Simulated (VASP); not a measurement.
# Rb (P6_3/mmc) in VASP: relaxation of cell and atoms with PBE

Aim: the relaxation of cell and atoms of Rb with PBE.

Program: VASP 6.6.1. These are calculated values, not measurements. Logs are shortened: lines on timing, memory, paths and dates and some standing lists are left out, and cuts for length are marked.

### Step 1. The cell of the first run

It takes space group P6_3/mmc (No. 194, hexagonal). The conventional cell has a = 4.035 Å, b = 4.035 Å, c = 6.536 Å, α = 90.00°, β = 90.00°, γ = 120.00°. Rb (site symmetry -6m2) has 12 Rb at 4.01 to 4.03 Å within 5.3 Å.

This isn't the form of Rb at room conditions, which is bcc.

### Step 2. Relaxation of cell and atoms, PBE, target pressure 6.2 GPa, at which the enthalpy is minimised

File INCAR:

```
SYSTEM = Rb
PREC = Accurate ; ENCUT = 600
EDIFF = 1E-6 ; ISMEAR = -1
SIGMA = 0.1 ; LREAL = .False.
LASPH = .True. ; NELM = 100
ALGO = Normal ; ISIF = 3
LWAVE = .False. ; LCHARG = .False.
GGA = PE ; IBRION = 2
NSW = 60 ; EDIFFG = -0.005
PSTRESS = 62.0
```

File KPOINTS:

```
Automatic mesh
0
Gamma
  11 11 6
  0 0 0
```

File POSCAR:

```
Rb
1.0
    4.0346222632      0.0000000000      0.0000000000
   -2.0173111316      3.4940853746      0.0000000000
    0.0000000000      0.0000000000      6.5360880664
Rb
2
Direct
    0.3333333333      0.6666666667      0.2500000000
    0.6666666667      0.3333333333      0.7500000000
```

Potentials or basis: VASP PAW PBE potentials, release 64 (Rb_sv).

The run is started by

```bash
> cat potpaw_PBE.64/Rb_sv/POTCAR > POTCAR
> mpirun -np 1 vasp_std > vasp.out
```

OUTCAR:

```text
SYSTEM = Rb
   PREC = Accurate
   ENCUT = 600
   EDIFF = 1E-6
   ISMEAR = -1
   LREAL = .False.
   LASPH = .True.
   NELM = 100
   ISIF = 3
   GGA = PE
   IBRION = 2
   NSW = 60
   EDIFFG = -0.005
   PSTRESS = 62.0

 ion  position               nearest neighbor table
   1  0.333  0.667  0.250-   2 4.01   2 4.01   2 4.01   2 4.01   2 4.01   2 4.01   2 5.69   2 5.69
                             2 5.69   2 5.69   2 5.69   2 5.69
   2  0.667  0.333  0.750-   1 4.01   1 4.01   1 4.01   1 4.01   1 4.01   1 4.01   1 5.69   1 5.69
                             1 5.69   1 5.69   1 5.69   1 5.69

  LATTYP: Found a hexagonal cell.
 ALAT       =     4.0346222632
 C/A-ratio  =     1.6200000000

  Lattice vectors:

 A1 = (   4.0346222632,   0.0000000000,   0.0000000000)
 A2 = (  -2.0173111316,   3.4940853746,   0.0000000000)
 A3 = (   0.0000000000,   0.0000000000,   6.5360880664)

Analysis of symmetry for initial positions (statically):
=====================================================================
 Subroutine PRICEL returns:
 Original cell was already a primitive cell.

 Routine SETGRP: Setting up the symmetry group for a
 hexagonal supercell.

 Subroutine GETGRP returns: Found 24 space group operations
 (whereof 12 operations were pure point group operations)
 out of a pool of 24 trial point group operations.

The static configuration has the point symmetry D_3d.
 The point group associated with its full space group is D_6h.

Analysis of symmetry for dynamics (positions and initial velocities):
=====================================================================
 Subroutine PRICEL returns:
 Original cell was already a primitive cell.

 Routine SETGRP: Setting up the symmetry group for a
 hexagonal supercell.

 Subroutine GETGRP returns: Found 24 space group operations
 (whereof 12 operations were pure point group operations)
 out of a pool of 24 trial point group operations.

The dynamic configuration has the point symmetry D_3d.
 The point group associated with its full space group is D_6h.

 Subroutine INISYM returns: Found 24 space group operations
 (whereof 12 operations are pure point group operations),
 and found     1 'primitive' translations

----------------------------------------------------------------------------------------

                                     Primitive cell

  volume of cell :      92.1413

  direct lattice vectors                    reciprocal lattice vectors
     4.034622263  0.000000000  0.000000000     0.247854678  0.143098965  0.000000000
    -2.017311132  3.494085375  0.000000000     0.000000000  0.286197930  0.000000000
     0.000000000  0.000000000  6.536088066     0.000000000  0.000000000  0.152996715

  length of vectors
     4.034622263  4.034622263  6.536088066     0.286197930  0.286197930  0.152996715

  position of ions in fractional coordinates (direct lattice)
     0.333333333  0.666666667  0.250000000
     0.666666667  0.333333333  0.750000000

  ion indices of the primitive-cell ions
   primitive index   ion index
                 1           1
                 2           2

----------------------------------------------------------------------------------------

 KPOINTS: Automatic mesh

Automatic generation of k-mesh.
 Grid dimensions read from file:
 generate k-points for:   11   11    6

 Generating k-lattice:

  Cartesian coordinates                     Fractional coordinates (reciprocal lattice)
     0.022532243  0.013008997  0.000000000     0.090909091  0.000000000  0.000000000
     0.000000000  0.026017994  0.000000000     0.000000000  0.090909091  0.000000000
     0.000000000  0.000000000  0.025499452     0.000000000  0.000000000  0.166666667

  Length of vectors
     0.026017994  0.026017994  0.025499452

  Shift w.r.t. Gamma in fractional coordinates (k-lattice)
     0.000000000  0.000000000  0.000000000

 Subroutine IBZKPT returns following result:
 ===========================================

 Found     64 irreducible k-points:

 Following reciprocal coordinates:
            Coordinates               Weight
  0.000000  0.000000  0.000000      1.000000
  0.090909  0.000000  0.000000      6.000000
  0.181818  0.000000  0.000000      6.000000
  0.272727  0.000000  0.000000      6.000000
  0.363636  0.000000  0.000000      6.000000
  0.454545 -0.000000  0.000000      6.000000
[... 16 lines left out ...]
  0.090909  0.090909  0.166667     12.000000
  0.181818  0.090909  0.166667     24.000000
 [... further k-points ...]
   k-points           NKPTS =     64   k-points in BZ     NKDIM =     64   number of bands    NBANDS=     13
   number of dos      NEDOS =    301   number of ions     NIONS =      2
   total plane-waves  NPLWV =  55296
   dimension x,y,z NGX =    32 NGY =   32 NGZ =   54
   dimension x,y,z NGXF=    64 NGYF=   64 NGZF=  108
   ions per type =               2
   NGX,Y,Z   is equivalent  to a cutoff of  13.19, 13.19, 13.73 a.u.
   NGXF,Y,Z  is equivalent  to a cutoff of  26.37, 26.37, 27.47 a.u.
 SYSTEM =  Rb
   PREC   = accura    normal or accurate (medium, high low for compatibility)
   ISTART =      0    job   : 0-new  1-cont  2-samecut
   ICHARG =      2    charge: 1-file 2-atom 10-const
   ISPIN  =      1    spin polarized calculation?
   LNONCOLLINEAR =      F non collinear calculations
   LSORBIT =      F    spin-orbit coupling
   LASPH  =      T    aspherical Exc in radial PAW
   ENCUT  =  600.0 eV  44.10 Ry    6.64 a.u.   8.06  8.06 13.05*2*pi/ulx,y,z
   NELM   =    100;   NELMIN=  2; NELMDL= -5     # of ELM steps
   EDIFF  = 0.1E-05   stopping-criterion for ELM
   LREAL  =      F    real-space projection
   EDIFFG = -.5E-02   stopping-criterion for IOM
   NSW    =     60    number of steps for IOM
   IBRION =      2    ionic relax: 0-MD 1-quasi-New 2-CG
   NFREE  =      1    steps in history (QN), initial steepest desc. (CG)
   ISIF   =      3    stress and relaxation
   ISYM   =      2    0-nonsym 1-usesym 2-fastsym
   POTIM  = 0.5000    time-step for ionic-motion
   TEBEG  =    0.0;   TEEND  =   0.0 temperature during run
   PSTRESS=   62.0 pullay stress
   NELECT =      18.0000    total number of electrons
   NUPDOWN=      -1.0000    fix difference up-down
   EMIN   =  10.00;   EMAX   =-10.00  energy-range for DOS
   EFERMI =   0.00;   METHOD = LEGACY
   ISMEAR =    -1;   SIGMA  =   0.10  broadening in eV -4-tet -1-fermi 0-gaus
   EFERMI_NEDOS =   21; number of points for ismear=-14 and -15
   IALGO  =     38    algorithm
   IMIX   =      4    mixing-type and parameters
     AMIX     =   0.40;   BMIX     =  1.00
     AMIX_MAG =   1.60;   BMIX_MAG =  1.00
  volume/ion in A,a.u.               =      46.07       310.90
  Fermi-wavevector in a.u.,A,eV,Ry     =   0.949907  1.795063 12.276843  0.902323
  Thomas-Fermi vector in A             =   2.078234
   LORBIT       =      0    0 simple, 1 ext, 2 COOP (PROOUT), +10 PAW based schemes
   GGA     = PE    functional components
   LHFCALC =     F    Hartree Fock is set to
   AEXX    =    0.0000 exact exchange contribution
   IVDW    =     0    specifies the selected vdW correction
   LEPSILON=     F    determine dielectric tensor
   LRPA    =     F    only Hartree local field effects (RPA)
 conjugate gradient relaxation of ions
 non-spin polarized calculation
  energy-cutoff  :      600.00
  volume of cell :       92.14
 maximum number of plane-waves:      3096
   NGX = 17   NGY = 17   NGZ = 27

--------------------------------------- Ionic step        1  -------------------------------------------

 number of electron      18.0000000 magnetization

 Free energy of the ion-electron system (eV)
  ---------------------------------------------------
  ext. energy  EPLUGINS =         0.00000000
  ---------------------------------------------------
  free energy    TOTEN  =        -0.83138333 eV

  energy without entropy =       -0.77047335  energy(sigma->0) =       -0.80092834

------------------------ aborting loop because EDIFF is reached ----------------------------------------

  FORCE on cell =-STRESS in cart. coord.  units (eV):
  Direction    XX          YY          ZZ          XY          YZ          ZX
  --------------------------------------------------------------------------------------
  -------------------------------------------------------------------------------------
  Total        3.5746827      3.5746827      3.6747623      0.0000000     -0.0000000      0.0000000
  in kB       62.1575362     62.1575362     63.8977474      0.0000000     -0.0000000      0.0000000
  external PRESSURE =       0.7376066 kB  Pullay stress =      62.0000000 kB

 VOLUME and BASIS-vectors are now :
 -----------------------------------------------------------------------------
  energy-cutoff  :      600.00
  volume of cell :       92.14
      direct lattice vectors                 reciprocal lattice vectors
     4.034622263  0.000000000  0.000000000     0.247854678  0.143098965  0.000000000
    -2.017311132  3.494085375  0.000000000     0.000000000  0.286197930  0.000000000
     0.000000000  0.000000000  6.536088066     0.000000000  0.000000000  0.152996715
[... 274 lines left out ...]
  FREE ENERGIE OF THE ION-ELECTRON SYSTEM (eV)
  ---------------------------------------------------
  free  energy   TOTEN  =        -0.8486006547 eV

  energy  without entropy=       -0.7877932945  energy(sigma->0) =       -0.81819697

  enthalpy is  TOTEN    =         2.7337476146 eV   P V=        3.5823482693

--------------------------------------- Ionic step        9  -------------------------------------------

 number of electron      18.0000000 magnetization

 Free energy of the ion-electron system (eV)
  ---------------------------------------------------
  ext. energy  EPLUGINS =         0.00000000
  ---------------------------------------------------
  free energy    TOTEN  =        -0.84819633 eV

  energy without entropy =       -0.78738497  energy(sigma->0) =       -0.81779065

 E-fermi :   2.2202     XC(G=0):  -7.4153

 val. band max:        2.1912585279   @ k =   0.0909   0.0000   0.0000
 cond. band min:       2.2464948145   @ k =   0.0909   0.0909   0.1667
 fundamental gap:      0.0552362865
 Fermi energy:         2.2202290205

 k-point     1 :       0.0000    0.0000    0.0000
  band No.  band energies     occupation
      1     -26.7347      2.00000
      2     -26.6588      2.00000
      3     -11.2723      2.00000
      4     -10.5890      2.00000
      5     -10.5890      2.00000
      6     -10.5001      2.00000
      7     -10.4982      2.00000
      8     -10.4982      2.00000
      9      -0.6810      2.00000
     10       2.0190      1.76407
     11       3.8371      0.00000
     12       6.0667      0.00000
     13       6.0667      0.00000

 k-point     2 :       0.0909    0.0000    0.0000
  band No.  band energies     occupation
      1     -26.7293      2.00000
      2     -26.6561      2.00000
      3     -11.2513      2.00000
      4     -10.6395      2.00000
      5     -10.6042      2.00000
      6     -10.5515      2.00000
      7     -10.5067      2.00000
      8     -10.5047      2.00000
      9      -0.5134      2.00000
     10       2.1913      1.14385
     11       3.7615      0.00000
[... 339 lines left out ...]
 k-point    24 :       0.1818    0.0909    0.1667
  band No.  band energies     occupation
      1     -26.6974      2.00000
      2     -26.6474      2.00000
      3     -11.1208      2.00000
      4     -10.8555      2.00000
      5     -10.8155      2.00000
      6     -10.6676      2.00000
      7     -10.5706      2.00000
      8     -10.5563      2.00000
      9       0.5067      2.00000
     10       2.6705      0.02191
     11       3.6126      0.00000
     12       4.4190      0.00000
     13       5.5110      0.00000

 [... further k-points ...]

------------------------ aborting loop because EDIFF is reached ----------------------------------------

  FORCE on cell =-STRESS in cart. coord.  units (eV):
  Direction    XX          YY          ZZ          XY          YZ          ZX
  --------------------------------------------------------------------------------------
  -------------------------------------------------------------------------------------
  Total        3.5783692      3.5783692      3.5748996      0.0000000     -0.0000000      0.0000000
  in kB       61.9381104     61.9381104     61.8780544      0.0000000     -0.0000000      0.0000000
  external PRESSURE =      -0.0819083 kB  Pullay stress =      62.0000000 kB

 VOLUME and BASIS-vectors are now :
 -----------------------------------------------------------------------------
  energy-cutoff  :      600.00
  volume of cell :       92.56
      direct lattice vectors                 reciprocal lattice vectors
     4.023673540  0.000000000  0.000000000     0.248529109  0.143488348 -0.000000000
    -2.011836770  3.484603502  0.000000000     0.000000000  0.286976696 -0.000000000
     0.000000000  0.000000000  6.601789489     0.000000000 -0.000000000  0.151474082

 POSITION                                       TOTAL-FORCE (eV/Angst)
 -----------------------------------------------------------------------------------
     -0.00000      2.32307      1.65045         0.000000     -0.000000      0.000000
      2.01184      1.16153      4.95134        -0.000000      0.000000      0.000000
 -----------------------------------------------------------------------------------
    total drift:                               -0.000000      0.000000     -0.000000

  FREE ENERGIE OF THE ION-ELECTRON SYSTEM (eV)
  ---------------------------------------------------
  free  energy   TOTEN  =        -0.8481963292 eV

  energy  without entropy=       -0.7873849743  energy(sigma->0) =       -0.81779065

  enthalpy is  TOTEN    =         2.7337484379 eV   P V=        3.5819447671

 reached required accuracy - stopping structural energy minimisation
```

Run time: 2 min. Hardware: 1 thread of Intel Xeon 6975P-C (Granite Rapids), shared host; peak memory 0.28 GiB.

What came out:

| Item | Value |
| --- | --- |
| Free energy | -0.8482 eV |
| Relaxed volume | 46.28 Å³/atom |
| Relaxed cell | a = 4.024 Å, b = 4.024 Å, c = 6.602 Å, α = 90.00°, β = 90.00°, γ = 120.00° |
| Space group after relaxing (to 0.1 Å) | P6_3/mmc (No. 194) |
| Energy change on relaxing (the run minimises the enthalpy) | -8.4 meV/atom |
| Ionic steps | 9 |
| Pressure after relaxing | 6.2 GPa |
| Band gap on the k mesh | zero (bands 9 and 10 overlap by 2.54 eV) |

Step by step:
| step | energy change (eV) | largest force (eV/Å) | pressure (GPa) | volume (Å³) |
| --- | --- | --- | --- | --- |
| 1 | 0.0000 | 0.0000 | 6.27 | 92.14 |
| 2 | -0.0112 | 0.0000 | 6.23 | 92.42 |
| 3 | -0.0291 | 0.0000 | 6.14 | 92.89 |
| 4 | -0.0268 | 0.0000 | 6.14 | 92.83 |
| 5 | -0.0227 | 0.0000 | 6.15 | 92.72 |
| 6 | -0.0204 | 0.0000 | 6.20 | 92.66 |
| 7 | -0.0158 | 0.0000 | 6.19 | 92.54 |
| 8 | -0.0172 | 0.0000 | 6.17 | 92.57 |
| 9 | -0.0168 | 0.0000 | 6.19 | 92.56 |

Final structure:
```yaml
crystal:
  lattice:
    - [4.02367, 0.00000, 0.00000]
    - [-2.01184, 3.48460, 0.00000]
    - [0.00000, 0.00000, 6.60179]
  atoms:
    - { symbol: Rb, position: [0.33333, 0.66667, 0.25000] }
    - { symbol: Rb, position: [0.66667, 0.33333, 0.75000] }
```

Levels at points of the mesh, in eV from the Fermi level:
| k point | band 7 | band 8 | band 9 | band 10 | band 11 | band 12 |
| --- | --- | --- | --- | --- | --- | --- |
| (0.00, 0.00, 0.00) | -12.72 | -12.72 | -2.90 | -0.20 | 1.62 | 3.85 |
| (0.00, 0.00, 0.50) | -12.76 | -12.76 | -1.67 | -1.67 | 2.51 | 2.51 |

Caveat: the cell is relaxed towards a set pressure, so the run minimises the enthalpy, not the energy.
